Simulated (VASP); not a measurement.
# SnO in VASP: single point with PBE+D3(BJ)

Aim: the single point of SnO with PBE+D3(BJ).

All numbers are computed with VASP 6.6.1; they aren't measurements. Logs are shortened: lines on timing, memory, paths and dates and some standing lists are left out, and cuts for length are marked.

## 1. The cell of the first run

The cell holds a slab with vacuum, 8 atoms: a = 3.820 Å, b = 3.820 Å, c = 22.226 Å, α = 90.00°, β = 90.00°, γ = 90.00°.

## 2. Single point, PBE+D3(BJ)

File INCAR:

```
SYSTEM = SnO
  PREC = Accurate
  ENCUT = 1000
  EDIFF = 1E-6
  ISMEAR = 0
  SIGMA = 0.05
  LREAL = .False.
  LASPH = .True.
  NELM = 120
  ALGO = Normal
  ISIF = 2
  LWAVE = .False.
  LCHARG = .False.
  LDIPOL = .True.
  IDIPOL = 3
  DIPOL = 0.5 0.5 0.408
  GGA = PE
  IVDW = 12
  NBANDS = 50
  GGA_COMPAT = .False.
  NELMDL = -8
```

File KPOINTS:

```
Automatic mesh
0
Gamma
  7 7 1
  0 0 0
```

File POSCAR:

```
SnO
1.0
    3.8201636883      0.0000000000      0.0000000000
    0.0000000000      3.8201636883      0.0000000000
    0.0000000000      0.0000000000     22.2260802162
Sn O
4 4
Direct
    0.7500000000      0.2500000000      0.2024648501
    0.2500000000      0.7500000000      0.3087831971
    0.2500000000      0.7500000000      0.5067488283
    0.7500000000      0.2500000000      0.6130671753
    0.2500000000      0.2500000000      0.2556240236
    0.7500000000      0.7500000000      0.2556240236
    0.7500000000      0.7500000000      0.5599080018
    0.2500000000      0.2500000000      0.5599080018
```

Potentials or basis: VASP PAW PBE potentials, release 64 (Sn_d, O_h).

On the command line:

```sh
cat potpaw_PBE.64/Sn_d/POTCAR potpaw_PBE.64/O_h/POTCAR > POTCAR
mpirun -np 1 vasp_std > vasp.out
```

OUTCAR:

```text
SYSTEM = SnO
   PREC = Accurate
   ENCUT = 1000
   EDIFF = 1E-6
   ISMEAR = 0
   LREAL = .False.
   LASPH = .True.
   NELM = 120
   ISIF = 2
   GGA = PE
   IVDW = 12
   NELMDL = -8
 IVDW          = 12

 ion  position               nearest neighbor table
   1  0.750  0.250  0.202-   5 2.25   6 2.25   6 2.25   5 2.25   2 3.59   2 3.59   2 3.59   2 3.59

   2  0.250  0.750  0.309-   5 2.25   6 2.25   5 2.25   6 2.25   1 3.59   1 3.59   1 3.59   1 3.59

   3  0.250  0.750  0.507-   7 2.25   8 2.25   8 2.25   7 2.25   4 3.59   4 3.59   4 3.59   4 3.59

   4  0.750  0.250  0.613-   7 2.25   8 2.25   7 2.25   8 2.25   3 3.59   3 3.59   3 3.59   3 3.59

   5  0.250  0.250  0.256-   1 2.25   2 2.25   2 2.25   1 2.25
   6  0.750  0.750  0.256-   1 2.25   2 2.25   1 2.25   2 2.25
   7  0.750  0.750  0.560-   3 2.25   3 2.25   4 2.25   4 2.25
   8  0.250  0.250  0.560-   3 2.25   3 2.25   4 2.25   4 2.25

  LATTYP: Found a simple tetragonal cell.
 ALAT       =     3.8201636883
 C/A-ratio  =     5.8180962989

  Lattice vectors:

 A1 = (   3.8201636883,   0.0000000000,   0.0000000000)
 A2 = (   0.0000000000,   3.8201636883,   0.0000000000)
 A3 = (   0.0000000000,   0.0000000000,  22.2260802162)

Analysis of symmetry for initial positions (statically):
=====================================================================
 Subroutine PRICEL returns:
 Original cell was already a primitive cell.

 Routine SETGRP: Setting up the symmetry group for a
 simple tetragonal supercell.

 Subroutine GETGRP returns: Found 16 space group operations
 (whereof  2 operations were pure point group operations)
 out of a pool of 16 trial point group operations.

The static configuration has the point symmetry C_1h.
 The point group associated with its full space group is D_4h.

Analysis of symmetry for dynamics (positions and initial velocities):
=====================================================================
 Subroutine PRICEL returns:
 Original cell was already a primitive cell.

 Routine SETGRP: Setting up the symmetry group for a
 simple tetragonal supercell.

 Subroutine GETGRP returns: Found 16 space group operations
 (whereof  2 operations were pure point group operations)
 out of a pool of 16 trial point group operations.

The dynamic configuration has the point symmetry C_1h.
 The point group associated with its full space group is D_4h.

 Subroutine INISYM returns: Found 16 space group operations
 (whereof  2 operations are pure point group operations),
 and found     1 'primitive' translations

----------------------------------------------------------------------------------------

                                     Primitive cell

  volume of cell :     324.3596

  direct lattice vectors                    reciprocal lattice vectors
     3.820163688  0.000000000  0.000000000     0.261768888  0.000000000  0.000000000
     0.000000000  3.820163688  0.000000000     0.000000000  0.261768888  0.000000000
     0.000000000  0.000000000 22.226080216     0.000000000  0.000000000  0.044992189

  length of vectors
     3.820163688  3.820163688 22.226080216     0.261768888  0.261768888  0.044992189

  position of ions in fractional coordinates (direct lattice)
     0.750000000  0.250000000  0.202464850
     0.250000000  0.750000000  0.308783197
     0.250000000  0.750000000  0.506748828
     0.750000000  0.250000000  0.613067175
     0.250000000  0.250000000  0.255624024
     0.750000000  0.750000000  0.255624024
     0.750000000  0.750000000  0.559908002
     0.250000000  0.250000000  0.559908002

  ion indices of the primitive-cell ions
   primitive index   ion index
                 1           1
                 2           2
                 3           3
                 4           4
                 5           5
                 6           6
                 7           7
                 8           8

----------------------------------------------------------------------------------------

 KPOINTS: Automatic mesh

Automatic generation of k-mesh.
 Grid dimensions read from file:
 generate k-points for:    7    7    1

 Generating k-lattice:

  Cartesian coordinates                     Fractional coordinates (reciprocal lattice)
     0.037395555  0.000000000  0.000000000     0.142857143  0.000000000  0.000000000
     0.000000000  0.037395555  0.000000000     0.000000000  0.142857143  0.000000000
     0.000000000  0.000000000  0.044992189     0.000000000  0.000000000  1.000000000

  Length of vectors
     0.037395555  0.037395555  0.044992189

  Shift w.r.t. Gamma in fractional coordinates (k-lattice)
     0.000000000  0.000000000  0.000000000

 Subroutine IBZKPT returns following result:
 ===========================================

 Found     10 irreducible k-points:

 Following reciprocal coordinates:
            Coordinates               Weight
  0.000000  0.000000  0.000000      1.000000
  0.142857  0.000000  0.000000      4.000000
  0.285714  0.000000  0.000000      4.000000
  0.428571  0.000000  0.000000      4.000000
  0.142857  0.142857  0.000000      4.000000
  0.285714  0.142857  0.000000      8.000000
  0.428571  0.142857  0.000000      8.000000
  0.285714  0.285714  0.000000      4.000000
  0.428571  0.285714  0.000000      8.000000
  0.428571  0.428571  0.000000      4.000000
   k-points           NKPTS =     10   k-points in BZ     NKDIM =     10   number of bands    NBANDS=     50
   number of dos      NEDOS =    301   number of ions     NIONS =      8
   total plane-waves  NPLWV = 384000
   dimension x,y,z NGX =    40 NGY =   40 NGZ =  240
   dimension x,y,z NGXF=    80 NGYF=   80 NGZF=  480
   ions per type =               4   4
   NGX,Y,Z   is equivalent  to a cutoff of  17.41, 17.41, 17.95 a.u.
   NGXF,Y,Z  is equivalent  to a cutoff of  34.81, 34.81, 35.90 a.u.
 SYSTEM =  SnO
   PREC   = accura    normal or accurate (medium, high low for compatibility)
   ISTART =      0    job   : 0-new  1-cont  2-samecut
   ICHARG =      2    charge: 1-file 2-atom 10-const
   ISPIN  =      1    spin polarized calculation?
   LNONCOLLINEAR =      F non collinear calculations
   LSORBIT =      F    spin-orbit coupling
   LASPH  =      T    aspherical Exc in radial PAW
   ENCUT  = 1000.0 eV  73.50 Ry    8.57 a.u.   9.85  9.85 57.31*2*pi/ulx,y,z
   NELM   =    120;   NELMIN=  2; NELMDL= -8     # of ELM steps
   EDIFF  = 0.1E-05   stopping-criterion for ELM
   LREAL  =      F    real-space projection
   EDIFFG = 0.1E-04   stopping-criterion for IOM
   NSW    =      0    number of steps for IOM
   IBRION =     -1    ionic relax: 0-MD 1-quasi-New 2-CG
   NFREE  =      0    steps in history (QN), initial steepest desc. (CG)
   ISIF   =      2    stress and relaxation
   ISYM   =      2    0-nonsym 1-usesym 2-fastsym
   POTIM  = 0.5000    time-step for ionic-motion
   TEBEG  =    0.0;   TEEND  =   0.0 temperature during run
   PSTRESS=    0.0 pullay stress
   NELECT =      80.0000    total number of electrons
   NUPDOWN=      -1.0000    fix difference up-down
   EMIN   =  10.00;   EMAX   =-10.00  energy-range for DOS
   EFERMI =   0.00;   METHOD = LEGACY
   ISMEAR =     0;   SIGMA  =   0.05  broadening in eV -4-tet -1-fermi 0-gaus
   EFERMI_NEDOS =   21; number of points for ismear=-14 and -15
   IALGO  =     38    algorithm
   IMIX   =      4    mixing-type and parameters
     AMIX     =   0.40;   BMIX     =  1.00
     AMIX_MAG =   1.60;   BMIX_MAG =  1.00
  volume/ion in A,a.u.               =      40.54       273.61
  Fermi-wavevector in a.u.,A,eV,Ry     =   1.026666  1.940118 14.341129  1.054043
  Thomas-Fermi vector in A             =   2.160571
   LORBIT       =      0    0 simple, 1 ext, 2 COOP (PROOUT), +10 PAW based schemes
   GGA     = PE    functional components
   LHFCALC =     F    Hartree Fock is set to
   AEXX    =    0.0000 exact exchange contribution
   IVDW    =    12    specifies the selected vdW correction
   LEPSILON=     F    determine dielectric tensor
   LRPA    =     F    only Hartree local field effects (RPA)
 non-spin polarized calculation
 Gauss-broadening in eV      SIGMA  =   0.05
  energy-cutoff  :     1000.00
  volume of cell :      324.36
 maximum number of plane-waves:     23352
 NGX is ok and might be reduce to    40
   NGX = 19   NGY = 19   NGZ =115

 dipolmoment           0.000000      0.000000      0.000175 electrons x Angstroem

 number of electron      79.9999988 magnetization

 dipolmoment           0.000000      0.000000     -0.000005 electrons x Angstroem

 Free energy of the ion-electron system (eV)
  ---------------------------------------------------
  ext. energy  EPLUGINS =         0.00000000
  ---------------------------------------------------
  free energy    TOTEN  =       -45.16874220 eV

  energy without entropy =      -45.16874220  energy(sigma->0) =      -45.16874220

 E-fermi :   0.1466     XC(G=0):  -5.3345

 val. band max:       -0.1294607839   @ k =   0.1429   0.1429   0.0000
 cond. band min:       2.4239484477   @ k =   0.4286   0.0000   0.0000
 fundamental gap:      2.5534092316
 Fermi energy:         0.1465627813

 k-point     1 :       0.0000    0.0000    0.0000
  band No.  band energies     occupation
      1     -20.9469      2.00000
      2     -20.9468      2.00000
      3     -20.5863      2.00000
      4     -20.5863      2.00000
      5     -20.5490      2.00000
      6     -20.5490      2.00000
[... 42 lines left out ...]
     49       5.3170      0.00000
     50       5.3170      0.00000

 k-point     2 :       0.1429    0.0000    0.0000
  band No.  band energies     occupation
      1     -20.9379      2.00000
      2     -20.9379      2.00000
      3     -20.5870      2.00000
      4     -20.5869      2.00000
      5     -20.5507      2.00000
      6     -20.5504      2.00000
[... 416 lines left out ...]
 k-point    10 :       0.4286    0.4286    0.0000
  band No.  band energies     occupation
      1     -20.8880      2.00000
      2     -20.8877      2.00000
      3     -20.8741      2.00000
      4     -20.8737      2.00000
      5     -20.5532      2.00000
      6     -20.5531      2.00000
[... 42 lines left out ...]
     49       6.0763      0.00000
     50       6.1024      0.00000

------------------------ aborting loop because EDIFF is reached ----------------------------------------

 vacuum level on the upper side and lower side of the slab       (xc-potential included)        -0.171        -0.170

 Edisp (eV)   -1.22111

 E8    (eV) :    -0.5395

  FORCE on cell =-STRESS in cart. coord.  units (eV):
  Direction    XX          YY          ZZ          XY          YZ          ZX
  --------------------------------------------------------------------------------------
  -------------------------------------------------------------------------------------
  Total       0.28510     0.28510     0.43491     0.00000     0.00000     0.00000
  in kB       1.40825     1.40825     2.14826     0.00000     0.00000     0.00000
  external pressure =        1.65 kB  Pullay stress =        0.00 kB

 VOLUME and BASIS-vectors are now :
 -----------------------------------------------------------------------------
  energy-cutoff  :     1000.00
  volume of cell :      324.36
      direct lattice vectors                 reciprocal lattice vectors
     3.820163688  0.000000000  0.000000000     0.261768888  0.000000000  0.000000000
     0.000000000  3.820163688  0.000000000     0.000000000  0.261768888  0.000000000
     0.000000000  0.000000000 22.226080216     0.000000000  0.000000000  0.044992189

 POSITION                                       TOTAL-FORCE (eV/Angst)
 -----------------------------------------------------------------------------------
      2.86512      0.95504      4.50000         0.000000      0.000000     -0.078528
      0.95504      2.86512      6.86304        -0.000000     -0.000000      0.064970
      0.95504      2.86512     11.26304        -0.000000      0.000000     -0.064970
      2.86512      0.95504     13.62608        -0.000000      0.000000      0.078528
      0.95504      0.95504      5.68152        -0.000000     -0.000000     -0.001195
      2.86512      2.86512      5.68152        -0.000000     -0.000000     -0.001195
      2.86512      2.86512     12.44456        -0.000000     -0.000000      0.001195
      0.95504      0.95504     12.44456        -0.000000     -0.000000      0.001195
 -----------------------------------------------------------------------------------
    total drift:                               -0.000000     -0.000000     -0.000514

  FREE ENERGIE OF THE ION-ELECTRON SYSTEM (eV)
  ---------------------------------------------------
  free  energy   TOTEN  =       -46.3898560373 eV

  energy  without entropy=      -46.3898560373  energy(sigma->0) =      -46.38985604

 vacuum level on the upper side and lower side of the slab         4.891         4.893
```

Run time: 21 min. Hardware: 1 thread of AMD EPYC 7R43 (Zen 3), shared host; peak memory 0.86 GiB.

What came out:

```
Free energy                : -46.3899 eV
Largest force              : 0.079 eV/Å
Band gap on the k mesh     : 2.55 eV (least direct gap 2.59 eV)
Dispersion energy per atom : -0.153 eV
```

Forces on the atoms (eV/Å):
```
Sn   0.000  0.000 -0.079
Sn   0.000  0.000  0.065
Sn   0.000  0.000 -0.065
Sn   0.000  0.000  0.079
O    0.000  0.000 -0.001
O    0.000  0.000 -0.001
O    0.000  0.000  0.001
O    0.000  0.000  0.001
```

Levels at points of the mesh, in eV from the valence-band top:
```csv
k point,band 37,band 38,band 39,band 40,band 41,band 42,band 43,band 44
"(0.00, 0.00, 0.00)",-1.91,-1.91,-0.55,-0.04,2.56,2.90,2.91,3.73
```

Caveat: spin-orbit coupling is left out, which moves the levels of the heavy elements.
